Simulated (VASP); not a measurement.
# BN in VASP: notebook

Runs on BN. Level: PBE. Tasks: single point.

Program: VASP 6.6.1. These are calculated values, not measurements. Logs are shortened: lines on timing, memory, paths and dates and some standing lists are left out, and cuts for length are marked.

### Step 1. The cell of the first run

It takes space group I-4m2 (No. 119, tetragonal). The conventional cell has a = 2.603 Å, b = 2.603 Å, c = 3.579 Å, α = 90.00°, β = 90.00°, γ = 90.00°. B (site symmetry -4m2) has 4 N at 1.58 Å within 2.1 Å. Within 2.1 Å of N (site symmetry -4m2) lie 4 B at 1.58 Å.

### Step 2. Single point, PBE (epitaxial xy strain +2.0%)

Input file INCAR:

```
SYSTEM = BN
ALGO = Normal
EDIFF = 1E-6
ENCUT = 520
GGA = PE
ISIF = 2
ISMEAR = 0
LASPH = .True.
LCHARG = .True.
LELF = .True.
LREAL = .False.
LVHAR = .True.
LWAVE = .False.
NBANDS = 11
NELM = 80
PREC = Accurate
SIGMA = 0.01
```

Input file KPOINTS:

```
k-points
0
Gamma
  6 6 6
  0 0 0
```

Input file POSCAR:

```
BN
1.0
    0.0000000000      1.8409219743      1.7893037102
    1.8409219743      0.0000000000      1.7893037102
    1.8409219743      1.8409219743      0.0000000000
B N
1 1
Direct
    0.0000000000      0.0000000000      0.0000000000
    0.2500000000      0.2500000000      0.2500000000
```

Potentials or basis: VASP PAW PBE potentials, release 64 (B, N).

Run with:

```sh
> cat potpaw_PBE.64/B/POTCAR potpaw_PBE.64/N/POTCAR > POTCAR
> mpirun -np 1 vasp_std > vasp.out
```

OUTCAR:

```text
SYSTEM = BN
   EDIFF = 1E-6
   ENCUT = 520
   GGA = PE
   ISIF = 2
   ISMEAR = 0
   LASPH = .True.
   LREAL = .False.
   NELM = 80
   PREC = Accurate

 ion  position               nearest neighbor table
   1  0.000  0.000  0.000-   2 1.58   2 1.58   2 1.58   2 1.58
   2  0.250  0.250  0.250-   1 1.58   1 1.58   1 1.58   1 1.58

  LATTYP: Found a body centered tetragonal cell.
 ALAT       =     2.6034568233
 C/A-ratio  =     1.3745599268

  Lattice vectors:

 A1 = (   0.0000000000,  -1.8409219743,  -1.7893037102)
 A2 = (   0.0000000000,   1.8409219743,  -1.7893037102)
 A3 = (   1.8409219743,   0.0000000000,   1.7893037102)

Analysis of symmetry for initial positions (statically):
=====================================================================
 Subroutine PRICEL returns:
 Original cell was already a primitive cell.

 Routine SETGRP: Setting up the symmetry group for a
 body centered tetragonal supercell.

 Subroutine GETGRP returns: Found  8 space group operations
 (whereof  8 operations were pure point group operations)
 out of a pool of 16 trial point group operations.

The static configuration has the point symmetry D_2d.

Analysis of symmetry for dynamics (positions and initial velocities):
=====================================================================
 Subroutine PRICEL returns:
 Original cell was already a primitive cell.

 Routine SETGRP: Setting up the symmetry group for a
 body centered tetragonal supercell.

 Subroutine GETGRP returns: Found  8 space group operations
 (whereof  8 operations were pure point group operations)
 out of a pool of 16 trial point group operations.

The dynamic configuration has the point symmetry D_2d.

 Subroutine INISYM returns: Found  8 space group operations
 (whereof  8 operations are pure point group operations),
 and found     1 'primitive' translations

----------------------------------------------------------------------------------------

                                     Primitive cell

  volume of cell :      12.1279

  direct lattice vectors                    reciprocal lattice vectors
     0.000000000  1.840921974  1.789303710    -0.271603037  0.271603037  0.279438307
     1.840921974  0.000000000  1.789303710     0.271603037 -0.271603037  0.279438307
     1.840921974  1.840921974  0.000000000     0.271603037  0.271603037 -0.279438307

  length of vectors
     2.567216680  2.567216680  2.603456823     0.474997039  0.474997039  0.474997039

  position of ions in fractional coordinates (direct lattice)
     0.000000000  0.000000000  0.000000000
     0.250000000  0.250000000  0.250000000

  ion indices of the primitive-cell ions
   primitive index   ion index
                 1           1
                 2           2

----------------------------------------------------------------------------------------

 KPOINTS: k-points

Automatic generation of k-mesh.
 Grid dimensions read from file:
 generate k-points for:    6    6    6

 Generating k-lattice:

  Cartesian coordinates                     Fractional coordinates (reciprocal lattice)
    -0.045267173  0.045267173  0.046573051     0.166666667 -0.000000000  0.000000000
     0.045267173 -0.045267173  0.046573051    -0.000000000  0.166666667  0.000000000
     0.045267173  0.045267173 -0.046573051     0.000000000  0.000000000  0.166666667

  Length of vectors
     0.079166173  0.079166173  0.079166173

  Shift w.r.t. Gamma in fractional coordinates (k-lattice)
     0.000000000  0.000000000  0.000000000

 Subroutine IBZKPT returns following result:
 ===========================================

 Found     30 irreducible k-points:

 Following reciprocal coordinates:
            Coordinates               Weight
  0.000000  0.000000  0.000000      1.000000
  0.166667  0.000000  0.000000      8.000000
  0.333333  0.000000  0.000000      8.000000
  0.500000  0.000000  0.000000      4.000000
  0.166667  0.166667  0.000000      2.000000
  0.333333  0.166667  0.000000      8.000000
[... 16 lines left out ...]
  0.333333  0.000000  0.333333      4.000000
  0.500000  0.000000  0.333333     16.000000
 [... further k-points ...]
   k-points           NKPTS =     30   k-points in BZ     NKDIM =     30   number of bands    NBANDS=     11
   number of dos      NEDOS =    301   number of ions     NIONS =      2
   total plane-waves  NPLWV =   8000
   dimension x,y,z NGX =    20 NGY =   20 NGZ =   20
   dimension x,y,z NGXF=    40 NGYF=   40 NGZF=   40
   ions per type =               1   1
   NGX,Y,Z   is equivalent  to a cutoff of  12.95, 12.95, 12.77 a.u.
   NGXF,Y,Z  is equivalent  to a cutoff of  25.90, 25.90, 25.54 a.u.
 SYSTEM =  BN
   PREC   = accura    normal or accurate (medium, high low for compatibility)
   ISTART =      0    job   : 0-new  1-cont  2-samecut
   ICHARG =      2    charge: 1-file 2-atom 10-const
   ISPIN  =      1    spin polarized calculation?
   LNONCOLLINEAR =      F non collinear calculations
   LSORBIT =      F    spin-orbit coupling
   LASPH  =      T    aspherical Exc in radial PAW
   ENCUT  =  520.0 eV  38.22 Ry    6.18 a.u.   4.77  4.77  4.84*2*pi/ulx,y,z
   NELM   =     80;   NELMIN=  2; NELMDL= -5     # of ELM steps
   EDIFF  = 0.1E-05   stopping-criterion for ELM
   LREAL  =      F    real-space projection
   EDIFFG = 0.1E-04   stopping-criterion for IOM
   NSW    =      0    number of steps for IOM
   IBRION =     -1    ionic relax: 0-MD 1-quasi-New 2-CG
   NFREE  =      0    steps in history (QN), initial steepest desc. (CG)
   ISIF   =      2    stress and relaxation
   ISYM   =      2    0-nonsym 1-usesym 2-fastsym
   POTIM  = 0.5000    time-step for ionic-motion
   TEBEG  =    0.0;   TEEND  =   0.0 temperature during run
   PSTRESS=    0.0 pullay stress
   NELECT =       8.0000    total number of electrons
   NUPDOWN=      -1.0000    fix difference up-down
   EMIN   =  10.00;   EMAX   =-10.00  energy-range for DOS
   EFERMI =   0.00;   METHOD = LEGACY
   ISMEAR =     0;   SIGMA  =   0.01  broadening in eV -4-tet -1-fermi 0-gaus
   EFERMI_NEDOS =   21; number of points for ismear=-14 and -15
   IALGO  =     38    algorithm
   IMIX   =      4    mixing-type and parameters
     AMIX     =   0.40;   BMIX     =  1.00
     AMIX_MAG =   1.60;   BMIX_MAG =  1.00
  volume/ion in A,a.u.               =       6.06        40.92
  Fermi-wavevector in a.u.,A,eV,Ry     =   1.425093  2.693035 27.631938  2.030890
  Thomas-Fermi vector in A             =   2.545514
   LORBIT       =      0    0 simple, 1 ext, 2 COOP (PROOUT), +10 PAW based schemes
   GGA     = PE    functional components
   LHFCALC =     F    Hartree Fock is set to
   AEXX    =    0.0000 exact exchange contribution
   IVDW    =     0    specifies the selected vdW correction
   LEPSILON=     F    determine dielectric tensor
   LRPA    =     F    only Hartree local field effects (RPA)
 non-spin polarized calculation
 Gauss-broadening in eV      SIGMA  =   0.01
  energy-cutoff  :      520.00
  volume of cell :       12.13
 maximum number of plane-waves:       338
   NGX =  9   NGY =  9   NGZ =  9

 number of electron       8.0000000 magnetization

 Free energy of the ion-electron system (eV)
  ---------------------------------------------------
  ext. energy  EPLUGINS =         0.00000000
  ---------------------------------------------------
  free energy    TOTEN  =       -17.43115408 eV

  energy without entropy =      -17.43115408  energy(sigma->0) =      -17.43115408

 E-fermi :   7.4189     XC(G=0): -12.6918

 val. band max:        7.2596789960   @ k =   0.0000   0.0000   0.0000
 cond. band min:      11.2031430508   @ k =   0.5000   0.5000   0.0000
 fundamental gap:      3.9434640548
 Fermi energy:         7.4189337286

 k-point     1 :       0.0000    0.0000    0.0000
  band No.  band energies     occupation
      1     -12.8490      2.00000
      2       6.9963      2.00000
      3       6.9963      2.00000
      4       7.2597      2.00000
      5      15.6489      0.00000
      6      15.8493      0.00000
      7      15.8493      0.00000
      8      16.9992      0.00000
      9      31.3441      0.00000
     10      33.8182      0.00000
     11      34.6547      0.00000

 k-point     2 :       0.1667    0.0000    0.0000
  band No.  band energies     occupation
      1     -12.1933      2.00000
      2       4.1255      2.00000
      3       6.3572      2.00000
      4       6.6086      2.00000
      5      16.1038      0.00000
      6      16.7025      0.00000
      7      16.7106      0.00000
      8      18.9528      0.00000
      9      30.4644      0.00000
     10      30.5847      0.00000
     11      31.3070      0.00000

 k-point     3 :       0.3333    0.0000    0.0000
  band No.  band energies     occupation
      1     -10.3764      2.00000
      2      -0.6252      2.00000
      3       5.3818      2.00000
      4       5.7466      2.00000
      5      16.5346      0.00000
      6      17.4862      0.00000
      7      17.7901      0.00000
      8      21.3117      0.00000
      9      29.8848      0.00000
     10      31.1288      0.00000
     11      31.3490      0.00000

 k-point     4 :       0.5000    0.0000    0.0000
  band No.  band energies     occupation
      1      -8.7538      2.00000
      2      -3.3644      2.00000
      3       4.9863      2.00000
      4       5.4010      2.00000
      5      16.6738      0.00000
      6      17.4904      0.00000
      7      17.9976      0.00000
      8      22.0733      0.00000
      9      30.1419      0.00000
     10      33.2845      0.00000
     11      33.5891      0.00000

 k-point     5 :       0.1667    0.1667    0.0000
  band No.  band energies     occupation
      1     -11.9416      2.00000
      2       5.1981      2.00000
      3       5.2486      2.00000
      4       5.2486      2.00000
      5      14.5485      0.00000
      6      18.2353      0.00000
      7      18.2353      0.00000
      8      18.5723      0.00000
      9      26.7780      0.00000
     10      33.1825      0.00000
     11      35.1092      0.00000
[... 211 lines left out ...]
 k-point    21 :      -0.1667    0.3333    0.1667
  band No.  band energies     occupation
      1      -8.9894      2.00000
      2      -0.1439      2.00000
      3       1.9522      2.00000
      4       3.4970      2.00000
      5      15.7974      0.00000
      6      18.5185      0.00000
      7      19.8680      0.00000
      8      22.5955      0.00000
      9      26.1695      0.00000
     10      32.0735      0.00000
     11      34.6563      0.00000

 k-point    22 :      -0.3333    0.5000    0.1667
  band No.  band energies     occupation
      1      -7.0874      2.00000
      2      -0.7139      2.00000
      3       0.8503      2.00000
      4       1.0061      2.00000
      5      14.3908      0.00000
      6      18.4058      0.00000
      7      21.8116      0.00000
      8      23.5751      0.00000
      9      26.5577      0.00000
     10      32.6051      0.00000
     11      36.7770      0.00000

 k-point    23 :       0.3333    0.0000    0.3333
  band No.  band energies     occupation
      1      -9.6380      2.00000
      2       0.9739      2.00000
      3       3.2373      2.00000
      4       3.3120      2.00000
      5      12.8345      0.00000
      6      17.3805      0.00000
      7      21.9033      0.00000
      8      22.6621      0.00000
      9      25.7032      0.00000
     10      33.7977      0.00000
     11      39.6893      0.00000

 k-point    24 :       0.5000    0.0000    0.3333
  band No.  band energies     occupation
      1      -8.0286      2.00000
      2      -0.9602      2.00000
      3       1.3206      2.00000
      4       3.0066      2.00000
      5      13.4138      0.00000
      6      18.2455      0.00000
      7      22.6107      0.00000
      8      23.2927      0.00000
      9      26.5306      0.00000
     10      33.0832      0.00000
     11      36.9915      0.00000

 [... further k-points ...]
[... 5 lines left out ...]
  --------------------------------------------------------------------------------------
  -------------------------------------------------------------------------------------
  Total       -0.8998639     -0.8998639      0.3400334      0.0000000     -0.0000000      0.0000000
  in kB     -118.8782990   -118.8782990     44.9207897      0.0000000     -0.0000000      0.0000000
  external PRESSURE =     -64.2786027 kB  Pullay stress =       0.0000000 kB

 VOLUME and BASIS-vectors are now :
 -----------------------------------------------------------------------------
  energy-cutoff  :      520.00
  volume of cell :       12.13
      direct lattice vectors                 reciprocal lattice vectors
     0.000000000  1.840921974  1.789303710    -0.271603037  0.271603037  0.279438307
     1.840921974  0.000000000  1.789303710     0.271603037 -0.271603037  0.279438307
     1.840921974  1.840921974  0.000000000     0.271603037  0.271603037 -0.279438307

 POSITION                                       TOTAL-FORCE (eV/Angst)
 -----------------------------------------------------------------------------------
      0.00000      0.00000      0.00000        -0.000000     -0.000000      0.000000
      0.92046      0.92046      0.89465         0.000000      0.000000     -0.000000
 -----------------------------------------------------------------------------------
    total drift:                                0.000001      0.000001     -0.000001

  FREE ENERGIE OF THE ION-ELECTRON SYSTEM (eV)
  ---------------------------------------------------
  free  energy   TOTEN  =       -17.4311540754 eV

  energy  without entropy=      -17.4311540754  energy(sigma->0) =      -17.43115408
```

Run time: 3.2 s. Hardware: 1 thread of Intel Xeon Platinum 8488C (Sapphire Rapids), shared host; peak memory 0.12 GiB.

What came out:

- Free energy: -17.4312 eV
- Pressure: -6.4 GPa
- Band gap on the k mesh: 3.94 eV, indirect (least direct gap 8.39 eV)

Stress tensor (GPa, compression positive):
```
-11.89   0.00   0.00
  0.00 -11.89   0.00
  0.00   0.00   4.49
```

Caveat: the k points lie up to 0.50 Å⁻¹ apart; the cell differs from its parent crystal (epitaxial xy strain +2.0%).

(Part 1 of 2 ends here.)
